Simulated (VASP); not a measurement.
# CsCl (Pm-3m) in VASP: a series of runs

CsCl is run at these levels: PBEsol, PBE; tasks: single point.

Program: VASP 6.6.1. These are calculated values, not measurements. Logs are shortened: lines on timing, memory, paths and dates and some standing lists are left out, and cuts for length are marked.

## Step 1: The cell of the first run

It takes space group Pm-3m (No. 221, cubic). The conventional cell has a = 4.141 Å, b = 4.141 Å, c = 4.141 Å, α = 90.00°, β = 90.00°, γ = 90.00°. Cs (site symmetry m-3m) has 8 Cl at 3.59 Å and 6 Cs at 4.14 Å within 4.7 Å. Cl (site symmetry m-3m) has 8 Cs at 3.59 Å and 6 Cl at 4.14 Å within 4.7 Å.

## Step 2: Single point, PBEsol

The input, INCAR:

```
SYSTEM = CsCl
PREC = Accurate
ENCUT = 500
EDIFF = 1E-6
ISMEAR = 0
SIGMA = 0.01
LREAL = .FALSE.
LASPH = .TRUE.
NELM = 120
ALGO = Normal
ISIF = 2
LWAVE = .FALSE.
LCHARG = .FALSE.
GGA = PS
NBANDS = 15
GGA_COMPAT = .FALSE.
```

The input, KPOINTS:

```
regular mesh
0
G
  4 4 4
  0 0 0
```

The input, POSCAR:

```
CsCl
1.0
    4.1406758997      0.0000000000      0.0000000000
    0.0000000000      4.1406758997      0.0000000000
    0.0000000000      0.0000000000      4.1406758997
Cs Cl
1 1
Direct
    0.0000000000      0.0000000000      0.0000000000
    0.5000000000      0.5000000000      0.5000000000
```

Potentials or basis: VASP PAW PBE potentials, release 64 (Cs_sv, Cl).

On the command line:

```sh
$ cat potpaw_PBE.64/Cs_sv/POTCAR potpaw_PBE.64/Cl/POTCAR > POTCAR
$ mpirun -np 1 vasp_std > vasp.out
```

OUTCAR:

```text
SYSTEM = CsCl
   PREC = Accurate
   ENCUT = 500
   EDIFF = 1E-6
   ISMEAR = 0
   LREAL = .FALSE.
   LASPH = .TRUE.
   NELM = 120
   ISIF = 2
   GGA = PS

 ion  position               nearest neighbor table
   1  0.000  0.000  0.000-
   2  0.500  0.500  0.500-

  LATTYP: Found a simple cubic cell.
 ALAT       =     4.1406758997

  Lattice vectors:

 A1 = (   4.1406758997,   0.0000000000,   0.0000000000)
 A2 = (   0.0000000000,   4.1406758997,   0.0000000000)
 A3 = (   0.0000000000,   0.0000000000,   4.1406758997)

Analysis of symmetry for initial positions (statically):
=====================================================================
 Subroutine PRICEL returns:
 Original cell was already a primitive cell.

 Routine SETGRP: Setting up the symmetry group for a
 simple cubic supercell.

 Subroutine GETGRP returns: Found 48 space group operations
 (whereof 48 operations were pure point group operations)
 out of a pool of 48 trial point group operations.

The static configuration has the point symmetry O_h .

Analysis of symmetry for dynamics (positions and initial velocities):
=====================================================================
 Subroutine PRICEL returns:
 Original cell was already a primitive cell.

 Routine SETGRP: Setting up the symmetry group for a
 simple cubic supercell.

 Subroutine GETGRP returns: Found 48 space group operations
 (whereof 48 operations were pure point group operations)
 out of a pool of 48 trial point group operations.

The dynamic configuration has the point symmetry O_h .

 Subroutine INISYM returns: Found 48 space group operations
 (whereof 48 operations are pure point group operations),
 and found     1 'primitive' translations

----------------------------------------------------------------------------------------

                                     Primitive cell

  volume of cell :      70.9927

  direct lattice vectors                    reciprocal lattice vectors
     4.140675900  0.000000000  0.000000000     0.241506465  0.000000000  0.000000000
     0.000000000  4.140675900  0.000000000     0.000000000  0.241506465  0.000000000
     0.000000000  0.000000000  4.140675900     0.000000000  0.000000000  0.241506465

  length of vectors
     4.140675900  4.140675900  4.140675900     0.241506465  0.241506465  0.241506465

  position of ions in fractional coordinates (direct lattice)
     0.000000000  0.000000000  0.000000000
     0.500000000  0.500000000  0.500000000

  ion indices of the primitive-cell ions
   primitive index   ion index
                 1           1
                 2           2

----------------------------------------------------------------------------------------

 KPOINTS: regular mesh

Automatic generation of k-mesh.
 Grid dimensions read from file:
 generate k-points for:    4    4    4

 Generating k-lattice:

  Cartesian coordinates                     Fractional coordinates (reciprocal lattice)
     0.060376616  0.000000000  0.000000000     0.250000000  0.000000000  0.000000000
     0.000000000  0.060376616  0.000000000     0.000000000  0.250000000  0.000000000
     0.000000000  0.000000000  0.060376616     0.000000000  0.000000000  0.250000000

  Length of vectors
     0.060376616  0.060376616  0.060376616

  Shift w.r.t. Gamma in fractional coordinates (k-lattice)
     0.000000000  0.000000000  0.000000000

 Subroutine IBZKPT returns following result:
 ===========================================

 Found     10 irreducible k-points:

 Following reciprocal coordinates:
            Coordinates               Weight
  0.000000  0.000000  0.000000      1.000000
  0.250000  0.000000  0.000000      6.000000
  0.500000  0.000000  0.000000      3.000000
  0.250000  0.250000  0.000000     12.000000
  0.500000  0.250000  0.000000     12.000000
  0.500000  0.500000  0.000000      3.000000
  0.250000  0.250000  0.250000      8.000000
  0.500000  0.250000  0.250000     12.000000
  0.500000  0.500000  0.250000      6.000000
  0.500000  0.500000  0.500000      1.000000
   k-points           NKPTS =     10   k-points in BZ     NKDIM =     10   number of bands    NBANDS=     15
   number of dos      NEDOS =    301   number of ions     NIONS =      2
   total plane-waves  NPLWV =  27000
   dimension x,y,z NGX =    30 NGY =   30 NGZ =   30
   dimension x,y,z NGXF=    60 NGYF=   60 NGZF=   60
   ions per type =               1   1
   NGX,Y,Z   is equivalent  to a cutoff of  12.04, 12.04, 12.04 a.u.
   NGXF,Y,Z  is equivalent  to a cutoff of  24.09, 24.09, 24.09 a.u.
 SYSTEM =  CsCl
   PREC   = accura    normal or accurate (medium, high low for compatibility)
   ISTART =      0    job   : 0-new  1-cont  2-samecut
   ICHARG =      2    charge: 1-file 2-atom 10-const
   ISPIN  =      1    spin polarized calculation?
   LNONCOLLINEAR =      F non collinear calculations
   LSORBIT =      F    spin-orbit coupling
   LASPH  =      T    aspherical Exc in radial PAW
   ENCUT  =  500.0 eV  36.75 Ry    6.06 a.u.   7.55  7.55  7.55*2*pi/ulx,y,z
   NELM   =    120;   NELMIN=  2; NELMDL= -5     # of ELM steps
   EDIFF  = 0.1E-05   stopping-criterion for ELM
   LREAL  =      F    real-space projection
   EDIFFG = 0.1E-04   stopping-criterion for IOM
   NSW    =      0    number of steps for IOM
   IBRION =     -1    ionic relax: 0-MD 1-quasi-New 2-CG
   NFREE  =      0    steps in history (QN), initial steepest desc. (CG)
   ISIF   =      2    stress and relaxation
   ISYM   =      2    0-nonsym 1-usesym 2-fastsym
   POTIM  = 0.5000    time-step for ionic-motion
   TEBEG  =    0.0;   TEEND  =   0.0 temperature during run
   PSTRESS=    0.0 pullay stress
   NELECT =      16.0000    total number of electrons
   NUPDOWN=      -1.0000    fix difference up-down
   EMIN   =  10.00;   EMAX   =-10.00  energy-range for DOS
   EFERMI =   0.00;   METHOD = LEGACY
   ISMEAR =     0;   SIGMA  =   0.01  broadening in eV -4-tet -1-fermi 0-gaus
   EFERMI_NEDOS =   21; number of points for ismear=-14 and -15
   IALGO  =     38    algorithm
   IMIX   =      4    mixing-type and parameters
     AMIX     =   0.40;   BMIX     =  1.00
     AMIX_MAG =   1.60;   BMIX_MAG =  1.00
  volume/ion in A,a.u.               =      35.50       239.54
  Fermi-wavevector in a.u.,A,eV,Ry     =   0.996270  1.882677 13.504508  0.992553
  Thomas-Fermi vector in A             =   2.128347
   LORBIT       =      0    0 simple, 1 ext, 2 COOP (PROOUT), +10 PAW based schemes
   GGA     = PS    functional components
   LHFCALC =     F    Hartree Fock is set to
   AEXX    =    0.0000 exact exchange contribution
   IVDW    =     0    specifies the selected vdW correction
   LEPSILON=     F    determine dielectric tensor
   LRPA    =     F    only Hartree local field effects (RPA)
 non-spin polarized calculation
 Gauss-broadening in eV      SIGMA  =   0.01
  energy-cutoff  :      500.00
  volume of cell :       70.99
 maximum number of plane-waves:      1856
   NGX = 15   NGY = 15   NGZ = 15

 number of electron      15.9999997 magnetization

 Free energy of the ion-electron system (eV)
  ---------------------------------------------------
  ext. energy  EPLUGINS =         0.00000000
  ---------------------------------------------------
  free energy    TOTEN  =        -6.83601997 eV

  energy without entropy =       -6.83601997  energy(sigma->0) =       -6.83601997

 E-fermi :  -0.4049     XC(G=0):  -8.4133

 val. band max:       -0.4771259417   @ k =   0.0000   0.0000   0.0000
 cond. band min:       4.5145127500   @ k =   0.0000   0.0000   0.0000
 fundamental gap:      4.9916386917
 Fermi energy:        -0.4048751827

 k-point     1 :       0.0000    0.0000    0.0000
  band No.  band energies     occupation
      1     -19.8660      2.00000
      2     -12.6136      2.00000
      3      -6.3438      2.00000
      4      -6.3438      2.00000
      5      -6.3438      2.00000
      6      -0.4771      2.00000
      7      -0.4771      2.00000
      8      -0.4771      2.00000
      9       4.5145      0.00000
     10       4.7997      0.00000
     11       4.7997      0.00000
     12       9.4752      0.00000
     13       9.4752      0.00000
     14       9.4752      0.00000
     15      12.6087      0.00000

 k-point     2 :       0.2500    0.0000    0.0000
  band No.  band energies     occupation
      1     -19.8269      2.00000
      2     -12.6327      2.00000
      3      -6.6278      2.00000
      4      -6.2754      2.00000
      5      -6.2754      2.00000
      6      -1.1392      2.00000
      7      -0.5904      2.00000
      8      -0.5904      2.00000
      9       5.2020      0.00000
     10       5.7176      0.00000
     11       6.2075      0.00000
     12       9.0869      0.00000
     13       9.0869      0.00000
     14       9.8113      0.00000
     15      10.2048      0.00000

 k-point     3 :       0.5000    0.0000    0.0000
  band No.  band energies     occupation
      1     -19.7870      2.00000
      2     -12.6556      2.00000
      3      -6.8722      2.00000
      4      -6.2040      2.00000
      5      -6.2040      2.00000
      6      -1.6622      2.00000
      7      -0.7101      2.00000
      8      -0.7101      2.00000
      9       5.8287      0.00000
     10       6.9499      0.00000
     11       8.1345      0.00000
     12       8.6182      0.00000
     13       8.9149      0.00000
     14       8.9149      0.00000
     15      10.2869      0.00000
[... 91 lines left out ...]
 k-point     9 :       0.5000    0.5000    0.2500
  band No.  band energies     occupation
      1     -19.6880      2.00000
      2     -12.4864      2.00000
      3      -6.9944      2.00000
      4      -6.9944      2.00000
      5      -6.5151      2.00000
      6      -1.2457      2.00000
      7      -1.2457      2.00000
      8      -1.1086      2.00000
      9       6.5981      0.00000
     10       6.9834      0.00000
     11       7.5597      0.00000
     12       7.5597      0.00000
     13      10.5497      0.00000
     14      10.5497      0.00000
     15      11.8094      0.00000

 k-point    10 :       0.5000    0.5000    0.5000
  band No.  band energies     occupation
      1     -19.6560      2.00000
      2     -12.4461      2.00000
      3      -6.8713      2.00000
      4      -6.8713      2.00000
      5      -6.8713      2.00000
      6      -1.5775      2.00000
      7      -1.5775      2.00000
      8      -1.5775      2.00000
      9       7.8795      0.00000
     10       7.8795      0.00000
     11       7.8795      0.00000
     12       9.8143      0.00000
     13       9.8143      0.00000
     14       9.8143      0.00000
     15      11.9269      0.00000

------------------------ aborting loop because EDIFF is reached ----------------------------------------

  FORCE on cell =-STRESS in cart. coord.  units (eV):
  Direction    XX          YY          ZZ          XY          YZ          ZX
  --------------------------------------------------------------------------------------
  -------------------------------------------------------------------------------------
  Total       -0.3659380     -0.3659380     -0.3659380      0.0000000     -0.0000000      0.0000000
  in kB       -8.2585611     -8.2585611     -8.2585611      0.0000000     -0.0000000      0.0000000
  external PRESSURE =      -8.2585611 kB  Pullay stress =       0.0000000 kB

 VOLUME and BASIS-vectors are now :
 -----------------------------------------------------------------------------
  energy-cutoff  :      500.00
  volume of cell :       70.99
      direct lattice vectors                 reciprocal lattice vectors
     4.140675900  0.000000000  0.000000000     0.241506465  0.000000000  0.000000000
     0.000000000  4.140675900  0.000000000     0.000000000  0.241506465  0.000000000
     0.000000000  0.000000000  4.140675900     0.000000000  0.000000000  0.241506465

 POSITION                                       TOTAL-FORCE (eV/Angst)
 -----------------------------------------------------------------------------------
      0.00000      0.00000      0.00000         0.000000      0.000000      0.000000
      2.07034      2.07034      2.07034         0.000000      0.000000      0.000000
 -----------------------------------------------------------------------------------
    total drift:                                0.000000      0.000000      0.000000

  FREE ENERGIE OF THE ION-ELECTRON SYSTEM (eV)
  ---------------------------------------------------
  free  energy   TOTEN  =        -6.8360199668 eV

  energy  without entropy=       -6.8360199668  energy(sigma->0) =       -6.83601997
```

Run time: 5.3 s. Hardware: 1 thread of AMD EPYC 9R45 (Zen 5), shared host; peak memory 0.13 GiB.

What came out:

| Item | Value |
| --- | --- |
| Free energy | -6.8360 eV |
| Pressure | -0.8 GPa |
| Band gap on the k mesh | 4.99 eV, direct |

Levels at points of the mesh, in eV from the valence-band top:
| k point | band 5 | band 6 | band 7 | band 8 | band 9 | band 10 | band 11 | band 12 |
| --- | --- | --- | --- | --- | --- | --- | --- | --- |
| (0.00, 0.00, 0.00) | -5.87 | 0.00 | 0.00 | 0.00 | 4.99 | 5.28 | 5.28 | 9.95 |
| (0.50, 0.00, 0.00) | -5.73 | -1.19 | -0.23 | -0.23 | 6.31 | 7.43 | 8.61 | 9.10 |
| (0.50, 0.50, 0.00) | -5.64 | -0.43 | -0.43 | -0.05 | 5.80 | 5.87 | 7.88 | 7.88 |
| (0.50, 0.50, 0.50) | -6.39 | -1.10 | -1.10 | -1.10 | 8.36 | 8.36 | 8.36 | 10.29 |

Caveat: the PAW data sets were made with another functional, which shifts forces and pressure a little; spin-orbit coupling is left out, which moves the levels of the heavy elements.

(Continued in part 2 of 2.)
